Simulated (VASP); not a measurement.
# Sn3P4 (Cmmm) in VASP: further runs

Runs on Sn3P4. Level: PBE. Tasks: single point, relaxation of cell and atoms.

All numbers are computed with VASP 6.6.1; they aren't measurements. Logs are shortened: lines on timing, memory, paths and dates and some standing lists are left out, and cuts for length are marked.

### Step 1. The cell of the first run

Symmetry: Cmmm, No. 65, orthorhombic system. The conventional cell has a = 5.449 Å, b = 9.635 Å, c = 6.743 Å, α = 90.00°, β = 90.00°, γ = 90.00°. Sn (site symmetry m2m) has 4 P at 2.70 to 3.38 Å and 2 Sn at 2.88 Å within 3.6 Å. Sn (site symmetry mmm) has 10 P at 3.09 to 3.23 Å within 4.1 Å. P (site symmetry m2m) has 4 P at 2.29 to 3.05 Å and 1 Sn at 3.09 Å within 3.1 Å. P (site symmetry mm2) has 3 P at 2.29 to 3.01 Å and 4 Sn at 2.70 to 3.11 Å within 3.2 Å.

The cell was generated, and may not be a known phase.

### Step 2. Single point, PBE

The input, INCAR:

```
SYSTEM = Sn3P4
  ALGO = Normal
  EDIFF = 1E-7
  ENCUT = 520
  GGA = PE
  ISIF = 2
  ISMEAR = 0
  LASPH = .TRUE.
  LCHARG = .FALSE.
  LREAL = .FALSE.
  LWAVE = .FALSE.
  NBANDS = 40
  NELM = 80
  PREC = Accurate
  SIGMA = 0.1
```

The input, KPOINTS:

```
k-points
0
G
  4 4 4
  0 0 0
```

The input, POSCAR:

```
Sn3P4
1.0
    2.7245302072     -4.8175415497      0.0000000000
    2.7245302072      4.8175415497      0.0000000000
    0.0000000000      0.0000000000      6.7430858277
Sn P
3 4
Direct
    0.2020824798      0.7979175202      0.0000000000
    0.7979175202      0.2020824798      0.0000000000
    0.5000000000      0.5000000000      0.5000000000
    0.1793397979      0.8206602021      0.5000000000
    0.8206602021      0.1793397979      0.5000000000
    0.0000000000      0.0000000000      0.2767779131
    0.0000000000      0.0000000000      0.7232220869
```

Potentials or basis: VASP PAW PBE potentials, release 64 (Sn_d, P).

Started as:

```console
$ cat potpaw_PBE.64/Sn_d/POTCAR potpaw_PBE.64/P/POTCAR > POTCAR
$ mpirun -np 1 vasp_std > vasp.out
```

OUTCAR:

```text
SYSTEM = Sn3P4
   EDIFF = 1E-7
   ENCUT = 520
   GGA = PE
   ISIF = 2
   ISMEAR = 0
   LASPH = .TRUE.
   LREAL = .FALSE.
   NELM = 80
   PREC = Accurate

 ion  position               nearest neighbor table
   1  0.202  0.798  0.000-   6 2.70   7 2.70   2 2.88   2 2.88
   2  0.798  0.202  0.000-   6 2.70   7 2.70   1 2.88   1 2.88
   3  0.500  0.500  0.500-   4 3.09   5 3.09   6 3.11   7 3.11   6 3.11   7 3.11   4 3.23   5 3.23
                             4 3.23   5 3.23
   4  0.179  0.821  0.500-   6 2.29   7 2.29   3 3.09   3 3.23   3 3.23
   5  0.821  0.179  0.500-   6 2.29   7 2.29   3 3.09   3 3.23   3 3.23
   6  0.000  0.000  0.277-   4 2.29   5 2.29   1 2.70   2 2.70   3 3.11   3 3.11
   7  0.000  0.000  0.723-   4 2.29   5 2.29   1 2.70   2 2.70   3 3.11   3 3.11

  LATTYP: Found a base centered orthorhombic cell.
 ALAT       =     5.4490604144
 B/A-ratio  =     1.7682099971
 C/A-ratio  =     1.2374767969

  Lattice vectors:

 A1 = (   2.7245302072,  -4.8175415497,   0.0000000000)
 A2 = (   2.7245302072,   4.8175415497,   0.0000000000)
 A3 = (   0.0000000000,   0.0000000000,   6.7430858277)

Analysis of symmetry for initial positions (statically):
=====================================================================
 Subroutine PRICEL returns:
 Original cell was already a primitive cell.

 Routine SETGRP: Setting up the symmetry group for a
 base centered orthorhombic supercell.

 Subroutine GETGRP returns: Found  8 space group operations
 (whereof  8 operations were pure point group operations)
 out of a pool of  8 trial point group operations.

The static configuration has the point symmetry D_2h.

Analysis of symmetry for dynamics (positions and initial velocities):
=====================================================================
 Subroutine PRICEL returns:
 Original cell was already a primitive cell.

 Routine SETGRP: Setting up the symmetry group for a
 base centered orthorhombic supercell.

 Subroutine GETGRP returns: Found  8 space group operations
 (whereof  8 operations were pure point group operations)
 out of a pool of  8 trial point group operations.

The dynamic configuration has the point symmetry D_2h.

 Subroutine INISYM returns: Found  8 space group operations
 (whereof  8 operations are pure point group operations),
 and found     1 'primitive' translations

----------------------------------------------------------------------------------------

[... 103 lines left out ...]
   NFREE  =      0    steps in history (QN), initial steepest desc. (CG)
   ISIF   =      2    stress and relaxation
   ISYM   =      2    0-nonsym 1-usesym 2-fastsym
   POTIM  = 0.5000    time-step for ionic-motion
   TEBEG  =    0.0;   TEEND  =   0.0 temperature during run
   PSTRESS=    0.0 pullay stress
   NELECT =      62.0000    total number of electrons
   NUPDOWN=      -1.0000    fix difference up-down
   EMIN   =  10.00;   EMAX   =-10.00  energy-range for DOS
   EFERMI =   0.00;   METHOD = LEGACY
   ISMEAR =     0;   SIGMA  =   0.10  broadening in eV -4-tet -1-fermi 0-gaus
   EFERMI_NEDOS =   21; number of points for ismear=-14 and -15
   IALGO  =     38    algorithm
   IMIX   =      4    mixing-type and parameters
     AMIX     =   0.40;   BMIX     =  1.00
     AMIX_MAG =   1.60;   BMIX_MAG =  1.00
  volume/ion in A,a.u.               =      25.29       170.65
  Fermi-wavevector in a.u.,A,eV,Ry     =   1.153994  2.180732 18.118901  1.331702
  Thomas-Fermi vector in A             =   2.290634
   LORBIT       =      0    0 simple, 1 ext, 2 COOP (PROOUT), +10 PAW based schemes
   GGA     = PE    functional components
   LHFCALC =     F    Hartree Fock is set to
   AEXX    =    0.0000 exact exchange contribution
   IVDW    =     0    specifies the selected vdW correction
   LEPSILON=     F    determine dielectric tensor
   LRPA    =     F    only Hartree local field effects (RPA)
 non-spin polarized calculation
 Gauss-broadening in eV      SIGMA  =   0.10
  energy-cutoff  :      520.00
  volume of cell :      177.01
 maximum number of plane-waves:      4790
 NGX is ok and might be reduce to    42
   NGX = 21   NGY = 21   NGZ = 25

 number of electron      62.0000031 magnetization

 Free energy of the ion-electron system (eV)
  ---------------------------------------------------
  ext. energy  EPLUGINS =         0.00000000
  ---------------------------------------------------
  free energy    TOTEN  =       -30.74651323 eV

  energy without entropy =      -30.73286532  energy(sigma->0) =      -30.73968928

 E-fermi :   6.0016     XC(G=0):  -9.4436

 val. band max:        5.9596902766   @ k =   0.2500   0.2500   0.0000
 cond. band min:       6.0540814468   @ k =  -0.2500   0.2500   0.2500
 fundamental gap:      0.0943911702
 Fermi energy:         6.0015632343

 k-point     1 :       0.0000    0.0000    0.0000
  band No.  band energies     occupation
      1     -15.9301      2.00000
      2     -15.9194      2.00000
      3     -15.9136      2.00000
      4     -15.9132      2.00000
      5     -15.9041      2.00000
      6     -15.6851      2.00000
[... 892 lines left out ...]
     39      10.3208      0.00000
     40      10.6436      0.00000

------------------------ aborting loop because EDIFF is reached ----------------------------------------

  FORCE on cell =-STRESS in cart. coord.  units (eV):
  Direction    XX          YY          ZZ          XY          YZ          ZX
  --------------------------------------------------------------------------------------
  -------------------------------------------------------------------------------------
  Total       -0.1012655     -0.0624095     -0.1997471     -0.0000000      0.0000000      0.0000000
  in kB       -0.9165716     -0.5648788     -1.8079452     -0.0000000      0.0000000      0.0000000
  external PRESSURE =      -1.0964652 kB  Pullay stress =       0.0000000 kB

 VOLUME and BASIS-vectors are now :
 -----------------------------------------------------------------------------
  energy-cutoff  :      520.00
  volume of cell :      177.01
      direct lattice vectors                 reciprocal lattice vectors
     2.724530207 -4.817541550  0.000000000     0.183517877 -0.103787377  0.000000000
     2.724530207  4.817541550  0.000000000     0.183517877  0.103787377  0.000000000
     0.000000000  0.000000000  6.743085828     0.000000000  0.000000000  0.148300055

 POSITION                                       TOTAL-FORCE (eV/Angst)
 -----------------------------------------------------------------------------------
      2.72453      2.87046      0.00000         0.000000      0.000123      0.000000
      2.72453     -2.87046      0.00000         0.000000     -0.000123      0.000000
      2.72453      0.00000      3.37154         0.000000     -0.000000      0.000000
      2.72453      3.08959      3.37154         0.000000      0.045407      0.000000
      2.72453     -3.08959      3.37154         0.000000     -0.045407      0.000000
      0.00000      0.00000      1.86634        -0.000000      0.000000      0.038128
      0.00000      0.00000      4.87675         0.000000      0.000000     -0.038128
 -----------------------------------------------------------------------------------
    total drift:                                0.000000      0.000000     -0.000000

  FREE ENERGIE OF THE ION-ELECTRON SYSTEM (eV)
  ---------------------------------------------------
  free  energy   TOTEN  =       -30.7465132348 eV

  energy  without entropy=      -30.7328653205  energy(sigma->0) =      -30.73968928
```

Run time: 85 s. Hardware: 1 thread of Intel Xeon 6975P-C (Granite Rapids), shared host; peak memory 0.34 GiB.

What came out:

| Item | Value |
| --- | --- |
| Free energy | -30.7465 eV |
| Pressure | -0.1 GPa |
| Largest force | 0.045 eV/Å |
| Band gap on the k mesh | zero (bands 31 and 32 overlap by 1.09 eV) |

Forces on the atoms (eV/Å):
```
Sn   0.000  0.000  0.000
Sn   0.000  0.000  0.000
Sn   0.000  0.000  0.000
P    0.000  0.045  0.000
P    0.000 -0.045  0.000
P    0.000  0.000  0.038
P    0.000  0.000 -0.038
```

Stress tensor (GPa, compression positive):
```
-0.09  0.00  0.00
 0.00 -0.06  0.00
 0.00  0.00 -0.18
```

Caveat: spin-orbit coupling is left out, which moves the levels of the heavy elements.

### Step 3. Single point, PBE

This run uses another cell than the first one, of 27.32 Å³/atom.

The input, INCAR:

```
  PREC = Accurate
  ENCUT = 520
  EDIFF = 1E-6
  ISMEAR = 0
  SIGMA = 0.1
  LREAL = F
  LASPH = T
  NELM = 100
  ALGO = Normal
  ISIF = 2
  LWAVE = F
  LCHARG = T
  GGA = PE
  LELF = T
  LVHAR = T
  NBANDS = 40
```

The input, KPOINTS:

```
regular mesh
0
Gamma
  4 4 4
```

The input, POSCAR:

```
Sn3P4
1.0
    3.1514213400     -4.3793754600      0.0000000000
    3.1514213400      4.3793754600      0.0000000000
    0.0000000000      0.0000000000      6.9277313700
Sn P
3 4
Direct
    0.1419068200      0.8580931800      0.0000000000
    0.8580931800      0.1419068200      0.0000000000
    0.5000000000      0.5000000000      0.5000000000
    0.1571099200      0.8428900800      0.5000000000
    0.8428900800      0.1571099200      0.5000000000
    0.0000000000      0.0000000000      0.2506533600
    0.0000000000      0.0000000000      0.7493466400
```

Potentials or basis: VASP PAW PBE potentials, release 64 (Sn_d, P).

Started as:

```console
$ cat potpaw_PBE.64/Sn_d/POTCAR potpaw_PBE.64/P/POTCAR > POTCAR
$ mpirun -np 1 vasp_std > vasp.out
```

Wall time 87 s (1 thread of Intel Xeon 6975P-C (Granite Rapids), shared host); peak memory 0.34 GiB.

The run converged. Its results:

| Property | Result |
| --- | --- |
| Free energy | -22.0944 eV |
| Pressure | 20.2 GPa |
| Largest force | 13.550 eV/Å |
| Band gap on the k mesh | zero (bands 31 and 32 overlap by 0.79 eV) |

Forces in eV/Å, atoms in the order of the input:
```
Sn    0.000 -13.550   0.000
Sn    0.000  13.550   0.000
Sn    0.000   0.000   0.000
P     0.000  -2.240   0.000
P     0.000   2.240   0.000
P     0.000   0.000  10.669
P     0.000   0.000 -10.669
```

Stress tensor (GPa, compression positive):
```
-3.05  0.00  0.00
 0.00 29.56  0.00
 0.00  0.00 34.03
```

Levels at points of the mesh, in eV from the Fermi level:
```tsv
k point	band 28	band 29	band 30	band 31	band 32	band 33	band 34	band 35
(0.00, 0.00, 0.00)	-2.56	-2.38	-1.87	-0.93	-0.59	-0.33	0.87	1.65
(0.50, 0.00, 0.00)	-1.91	-1.52	-0.92	-0.62	0.42	0.57	0.85	1.11
(0.50, 0.50, 0.00)	-2.44	-1.22	-0.78	-0.42	0.04	0.50	1.44	1.56
(0.00, 0.00, 0.50)	-2.67	-2.46	-1.68	-0.85	0.18	0.50	1.91	2.01
(0.50, 0.00, 0.50)	-3.15	-1.27	0.06	0.21	0.37	0.54	0.97	1.49
(0.50, 0.50, 0.50)	-1.98	-1.46	-0.46	0.15	0.33	0.69	1.37	2.41
```

Caveat: the stress differs along the axes, from -3 to 34 GPa; spin-orbit coupling is left out, which moves the levels of the heavy elements; forces of over 1 eV/Å act on the atoms, so gaps and moduli don't describe the material at rest.

### Step 4. Relaxation of cell and atoms, PBE

This run uses another cell than the first one, of 27.32 Å³/atom.

The input, INCAR:

```
  PREC = Accurate
  ENCUT = 600
  EDIFF = 1E-6
  ISMEAR = 0
  SIGMA = 0.1
  LREAL = F
  LASPH = T
  NELM = 60
  ALGO = Normal
  ISIF = 3
  LWAVE = F
  LCHARG = F
  GGA = PE
  IBRION = 2
  NSW = 90
  EDIFFG = -0.04
```

KPOINTS is that of step 3.

POSCAR is that of step 3.

Started as:

```console
$ cat potpaw_PBE.64/Sn_d/POTCAR potpaw_PBE.64/P/POTCAR > POTCAR
$ mpirun -np 1 vasp_std > vasp.out
```

It took 28 min on 1 thread of Intel Xeon 6975P-C (Granite Rapids), shared host; peak memory 0.45 GiB.

The run converged. Its results:

| Quantity | Value |
| --- | --- |
| Free energy | -30.7462 eV |
| Relaxed volume | 25.47 Å³/atom |
| Relaxed cell | a = 5.575 Å, b = 5.575 Å, c = 6.745 Å, α = 90.00°, β = 90.00°, γ = 121.75° |
| Space group after relaxing (to 0.1 Å) | Cmmm (No. 65) |
| Energy gained by relaxing | 1235.8 meV/atom |
| Ionic steps | 26 |
| Pressure after relaxing | -0.1 GPa |
| Largest force after relaxing | 0.029 eV/Å |
| Band gap on the k mesh | zero (bands 31 and 32 overlap by 0.99 eV) |

Forces on the atoms (eV/Å):
```
Sn   0.000 -0.014  0.000
Sn   0.000  0.014  0.000
Sn   0.000  0.000  0.000
P    0.000  0.029  0.000
P    0.000 -0.029  0.000
P    0.000  0.000 -0.002
P    0.000  0.000  0.002
```

Stress tensor (GPa, compression positive):
```
-0.17  0.00  0.00
 0.00 -0.19  0.00
 0.00  0.00  0.00
```

Step by step:
```tsv
step	energy change (eV)	largest force (eV/Å)	pressure (GPa)	volume (Å³)
1	0.0000	13.5502	20.21	191.22
2	-5.2281	2.7216	-6.50	296.79
3	-5.6335	2.4035	-6.59	285.61
4	-5.9950	2.0608	-6.61	275.79
5	-7.3341	0.7317	-4.13	231.82
6	-7.2736	1.1382	-2.20	221.95
7	-7.3487	0.7848	-3.62	228.72
8	-7.3478	0.8051	-3.48	227.94
9	-7.8389	0.8426	-1.26	209.32
10	-7.9883	1.4890	1.21	196.19
11	-8.2839	0.8564	0.63	190.18
12	-8.3803	0.6639	0.84	183.33
13	-8.3876	0.6442	0.69	184.89
14	-8.4843	0.3842	-0.74	186.84
15	-8.5183	0.1690	-1.98	188.75
16	-8.5887	0.2004	-1.48	184.67
17	-8.6160	0.2540	-0.87	181.03
18	-8.6164	0.2639	-0.75	180.45
19	-8.6308	0.1925	-0.07	178.34
20	-8.6321	0.1881	0.24	177.48
21	-8.6363	0.1270	0.13	177.73
22	-8.6397	0.0592	-0.09	178.23
23	-8.6439	0.0480	-0.05	178.10
24	-8.6493	0.0467	0.06	177.78
25	-8.6499	0.0637	0.12	177.62
26	-8.6507	0.0286	-0.12	178.27
```

Final structure:
```xyz
7
Lattice="2.7135 -4.8704 0.0000 2.7135 4.8704 0.0000 0.0000 0.0000 6.7446" Properties=species:S:1:pos:R:3 pbc="T T T"
Sn    2.7135    2.9285    0.0000
Sn    2.7135   -2.9285    0.0000
Sn    2.7135    0.0000    3.3723
P     2.7135    3.1392    3.3723
P     2.7135   -3.1392    3.3723
P     0.0000    0.0000    1.8754
P     0.0000    0.0000    4.8692
```

Levels at points of the mesh, in eV from the Fermi level:
```tsv
k point	band 29	band 30	band 31	band 32	band 33	band 34
(0.00, 0.00, 0.00)	-1.88	-1.51	-1.46	0.31	0.59	1.11
(0.50, 0.00, 0.00)	-1.66	-0.84	-0.78	0.88	1.64	1.64
(0.50, 0.50, 0.00)	-1.48	-0.58	-0.46	0.13	0.91	0.97
(0.00, 0.00, 0.50)	-2.09	-1.99	-0.49	0.00	0.24	0.82
(0.50, 0.00, 0.50)	-1.32	-0.85	0.22	0.78	1.13	1.27
(0.50, 0.50, 0.50)	-1.75	-0.51	-0.38	0.18	0.67	0.77
```

Caveat: spin-orbit coupling is left out, which moves the levels of the heavy elements.

### Step 5. Single point, PBE

This run uses another cell than the first one, of 27.40 Å³/atom.

The input, INCAR:

```
SYSTEM = Sn3P4
PREC = Accurate
ENCUT = 520
EDIFF = 1E-7
ISMEAR = 0
SIGMA = 0.1
LREAL = .FALSE.
LASPH = .TRUE.
NELM = 100
ALGO = Normal
ISIF = 2
LWAVE = .FALSE.
LCHARG = .FALSE.
GGA = PE
NBANDS = 40
```

The input, KPOINTS:

```
Automatic mesh
0
G
  8 8 6
  0 0 0
```

The input, POSCAR:

```
Sn3P4
1.0
    2.6052757309     -5.4854127029      0.0000000000
    2.6052757309      5.4854127029      0.0000000000
    0.0000000000      0.0000000000      6.7111339114
Sn P
3 4
Direct
    0.1889718409      0.8110281591      0.0000000000
    0.8110281591      0.1889718409      0.0000000000
    0.5000000000      0.5000000000      0.5000000000
    0.1512484400      0.8487515600      0.5000000000
    0.8487515600      0.1512484400      0.5000000000
    0.0000000000      0.0000000000      0.2739779619
    0.0000000000      0.0000000000      0.7260220381
```

Started as:

```console
$ cat potpaw_PBE.64/Sn_d/POTCAR potpaw_PBE.64/P/POTCAR > POTCAR
$ mpirun -np 1 vasp_std > vasp.out
```

Run time: 6.2 min. Hardware: 1 thread of Intel Xeon 6975P-C (Granite Rapids), shared host; peak memory 0.65 GiB.

Results (log left out):

```
Free energy            : -30.8189 eV
Pressure               : -0.1 GPa
Largest force          : 0.049 eV/Å
Band gap on the k mesh : zero (bands 31 and 32 overlap by 0.54 eV)
```

Forces on the atoms (eV/Å):
```
Sn   0.000 -0.004  0.000
Sn   0.000  0.004  0.000
Sn   0.000  0.000  0.000
P    0.000  0.049  0.000
P    0.000 -0.049  0.000
P    0.000  0.000  0.047
P    0.000  0.000 -0.047
```

Levels at points of the mesh, in eV from the Fermi level:
```tsv
k point	band 27	band 28	band 29	band 30	band 31	band 32	band 33	band 34	band 35	band 36
(0.00, 0.00, 0.00)	-2.13	-1.88	-1.74	-1.56	-1.38	0.40	0.72	0.73	0.89	1.98
(0.50, 0.00, 0.00)	-2.83	-1.68	-1.62	-0.73	-0.65	1.00	1.02	1.51	1.67	3.09
(0.50, 0.50, 0.00)	-1.81	-1.63	-1.58	-0.98	-0.17	-0.06	0.25	0.68	0.95	1.01
(0.00, 0.00, 0.50)	-2.50	-2.20	-2.10	-1.93	-0.62	0.06	0.33	0.76	1.03	1.46
(0.50, 0.00, 0.50)	-2.71	-2.67	-1.07	-0.67	-0.35	0.47	1.02	1.51	1.85	2.49
(0.50, 0.50, 0.50)	-3.05	-2.09	-1.73	-0.94	-0.60	0.06	0.17	0.46	1.04	1.62
```

Caveat: spin-orbit coupling is left out, which moves the levels of the heavy elements.

### Step 6. The runs side by side

```tsv
task	cell	k mesh	cutoff (eV)	gap on the mesh (eV)	pressure (GPa)	largest force (eV/Å)
single point	a = 5.535, b = 5.535, c = 6.743 Å, angles 90.0, 90.0, 121.0°, 7 atoms, atomic positions A	4 × 4 × 4	520	none	-0.1	0.05
single point	a = 5.395, b = 5.395, c = 6.928 Å, angles 90.0, 90.0, 108.5°, 7 atoms, atomic positions B	4 × 4 × 4	520	none	20.2	13.55
relaxation of cell and atoms	relaxed from a = 5.395, b = 5.395, c = 6.928 Å, angles 90.0, 90.0, 108.5°, 7 atoms, atomic positions B	4 × 4 × 4	600	none	-0.1	0.03
single point	a = 6.073, b = 6.073, c = 6.711 Å, angles 90.0, 90.0, 129.2°, 7 atoms, atomic positions C	8 × 8 × 6	520	none	-0.1	0.05
```

Alike in all rows: level PBE; potentials or basis VASP PAW PBE potentials, release 64 (Sn_d, P); no spin polarisation; smearing gaussian 0.1 eV.

Caveats: spin-orbit coupling is left out, which moves the levels of the heavy elements; the stress differs along the axes, from -3 to 34 GPa (at least some runs); forces of over 1 eV/Å act on the atoms, so gaps and moduli don't describe the material at rest (at least some runs).

Absolute energies hang on the potentials; compare differences alone.

The gap in the log of VASP goes by the Fermi energy; the results here count the filled bands.